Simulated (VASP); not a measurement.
Set up this calculation in VASP 6.6.1, as the native input.

```
Task                   : single point
Functional             : LDA
Potentials or basis    : VASP PAW LDA potentials, release 64 (Pt)
Cutoff                 : 520 eV
k mesh                 : 13 × 13 × 13
Occupations            : fermi-dirac, width 0.1 eV
Spin                   : no spin polarisation
Dipole correction      : no
Further INCAR settings : ALGO = Normal; EDIFF = 1e-07; NBANDS = 11
```

The structure of Pt lies in POSCAR:

```
Pt
1.0
    0.0000000000      1.9476138545      1.9476138545
    1.9476138545      0.0000000000      1.9476138545
    1.9476138545      1.9476138545      0.0000000000
Pt
1
Direct
    0.0000000000      0.0000000000      0.0000000000
```

One way to write it, as run:

INCAR

```
ALGO = Normal
EDIFF = 1E-7
ENCUT = 520
GGA = CA
ISIF = 2
ISMEAR = -1
LASPH = T
LCHARG = F
LREAL = F
LWAVE = F
NBANDS = 11
NELM = 60
PREC = Accurate
SIGMA = 0.1
```

KPOINTS

```
k-points
0
Gamma
  13 13 13
```

Potentials or basis: VASP PAW LDA potentials, release 64 (Pt).

The run is started by

```bash
$ cat potpaw_LDA.64/Pt/POTCAR > POTCAR
$ mpirun -np 1 vasp_std > vasp.out
```

Results of the run:

```json
{
  "Pressure": "0.8 GPa",
  "Band gap on the k mesh": "zero (band 5 reaches 11.98 eV, above the bottom of band 6 at 9.74 eV)"
}
```

Caveat: spin-orbit coupling is left out, which moves the levels of the heavy elements.

It took 14 s on 1 thread of Intel Xeon 8259CL, on a shared host, peak memory 0.13 GiB.
